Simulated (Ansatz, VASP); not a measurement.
**One calculation of Ca, two programs**

File INCAR:

```
  PREC = Accurate
  ENCUT = 520
  EDIFF = 1E-6
  ISMEAR = 1
  SIGMA = 0.2
  LREAL = F
  LASPH = T
  NELM = 60
  ALGO = Normal
  ISIF = 2
  LWAVE = F
  LCHARG = T
  GGA = CA
  LELF = T
  LVHAR = T
  NBANDS = 11
```

The input KPOINTS:

```
regular mesh
0
Gamma
  8 8 8
```

The input POSCAR:

```
Ca
1.0
   -0.0390650000      2.8062550000      2.8102530000
    2.7255680000     -0.0087790000      2.7799670000
    2.7544070000      2.8048080000     -0.0376180000
Ca
1
Direct
    0.0006290000     -0.0131320000      0.0115240000
```

File input.yaml:

```yaml
crystal:
  lattice:
    - [-0.039065, 2.806255, 2.810253]
    - [2.725568, -0.008779, 2.779967]
    - [2.754407, 2.804808, -0.037618]
  atoms:
    - { symbol: Ca, position: [0.000629, -0.013132, 0.011524] }
kpoints:
  mp_grid: { grid: [8, 8, 8] }
scf:
  occupations: { method: methfessel_paxton, width: 0.2 }
hamiltonian:
  xc: lda
  pseudopotentials: { kind: all_electron, lapw: { basis_error: 0.001 } }
output:
  forces: true
  stress: true
  eigenvalues: true
```

Change from the starting cell: cell strained at random at fixed volume.

Alike in both runs: task single point; functional LDA; k mesh 8 × 8 × 8; occupations methfessel-paxton of order 1, width 0.2 eV; no spin polarisation.

|  | VASP | Ansatz |
| --- | --- | --- |
| version | VASP 6.6.1 | Ansatz 0.2.0 |
| potentials or method | VASP PAW LDA potentials, release 64 (Ca_sv), cutoff 520 eV | all-electron LAPW, scalar-relativistic |

```csv
,VASP,Ansatz,Ansatz less VASP
gap on the k mesh at the Fermi level (eV),none,none,-
pressure (GPa),-2.2,-2.1,+0.02
"traceless stress, the component that is largest in VASP (GPa)",0.31,0.31,-0.001
```

LDA's correlation is that of Perdew and Zunger in VASP and of Perdew and Wang (1992) in Ansatz. A gap of «none» marks a metal or a gap that the smearing closes. Ansatz ran all-electron here, and VASP with PAW potentials.
